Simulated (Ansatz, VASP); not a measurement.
# Sb3Au: VASP beside Ansatz

File INCAR:

```
PREC = Accurate
ENCUT = 520
EDIFF = 1E-8
ISMEAR = -1
SIGMA = 0.05
LREAL = False
LASPH = True
NELM = 100
ALGO = Normal
ISIF = 2
LWAVE = False
LCHARG = False
GGA = CA
LEFG = True
NBANDS = 21
```

The input KPOINTS:

```
Automatic mesh
0
Gamma
  10 10 10
```

POSCAR

```
Sb3Au
1.0
   -3.0500997420      3.0500997420      3.0500997420
    3.0500997420     -3.0500997420      3.0500997420
    3.0500997420      3.0500997420     -3.0500997420
Sb Au
3 1
Direct
    0.0000000000      0.5000000000      0.5000000000
    0.5000000000      0.0000000000      0.5000000000
    0.5000000000      0.5000000000      0.0000000000
    0.0000000000      0.0000000000      0.0000000000
```

Input for Ansatz:

```yaml
crystal:
  lattice:
    - [-3.050099742, 3.050099742, 3.050099742]
    - [3.050099742, -3.050099742, 3.050099742]
    - [3.050099742, 3.050099742, -3.050099742]
  atoms:
    - { symbol: Sb, position: [0.0, 0.5, 0.5] }
    - { symbol: Sb, position: [0.5, 0.0, 0.5] }
    - { symbol: Sb, position: [0.5, 0.5, 0.0] }
    - { symbol: Au, position: [0.0, 0.0, 0.0] }
kpoints:
  mp_grid: { grid: [10, 10, 10] }
scf:
  occupations: { method: fermi_dirac, width: 0.05 }
hamiltonian:
  xc: lda
  pseudopotentials: { kind: all_electron, datasets: crystal }
output:
  forces: true
  stress: true
  eigenvalues: true
  efg: { contact_densities: true }
```

Change from the starting cell: volume scaled by 1.01, crystal datasets.

Alike in both runs: task electric field gradients; functional LDA; k mesh 10 × 10 × 10; occupations fermi-dirac, width 0.05 eV; no spin polarisation.

|  | VASP | Ansatz |
| --- | --- | --- |
| version | VASP 6.6.1 | Ansatz 0.2.0 |
| potentials or method | VASP PAW LDA potentials, release 64 (Sb, Au), cutoff 520 eV | all-electron PAW with datasets made for the crystal, scalar-relativistic |

VASP gave:

```
pressure (GPa)                                       : -8.1
size of Vzz on the site where it differs most (V/Å²) : 4.1
```

Q: Estimate Ansatz's values.

A: Pressure (GPa): -8.2; size of Vzz on the site where it differs most (V/Å²): 12.1.

LDA's correlation is that of Perdew and Zunger in VASP and of Perdew and Wang (1992) in Ansatz. Ansatz ran all-electron here, and VASP with PAW potentials.

Neither program's run includes spin-orbit coupling.
